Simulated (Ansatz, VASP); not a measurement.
# Al in VASP and in Ansatz

```
CELL_PARAMETERS angstrom
-1.33589 2.50594 0.09899
-2.86404 0.07113 0.09997
-0.55523 0.51976 14.07448
ATOMIC_POSITIONS crystal
Al 0.60869 0.61708 0.16609
Al 0.11200 0.11570 0.66612
Al 0.88819 0.88194 0.33392
Al 0.39002 0.38582 0.83390
Al 0.00052 0.00204 0.99997
Al 0.50059 0.49743 0.50001
```

Change from the starting cell: cell x2, atoms moved at random (sigma 0.05 Å) and cell strained at random (1.5 %), then relaxed without symmetry.

Alike in both runs: functional PBE; k mesh 8 × 8 × 2; occupations gaussian, width 0.2 eV; no spin polarisation.

Ansatz relaxed the structure, and its values are those at the end. VASP's run is a single point on that final structure, the one shown.

|  | VASP | Ansatz |
| --- | --- | --- |
| version | VASP 6.6.1 | Ansatz 0.2.0 |
| potentials or method | VASP PAW PBE potentials, release 64 (Al), cutoff 520 eV | scalar-relativistic, plane waves, PAW |
| valence electrons in the cell | 18 | 18 |

```csv
,VASP,Ansatz,Ansatz less VASP
gap on the k mesh at the Fermi level (eV),none,none,-
pressure (GPa),-0.1,-0.1,+0.03
```

A gap of «none» marks a metal or a gap that the smearing closes. The functional is the same, so the differences come from potentials, cutoffs and numerics.
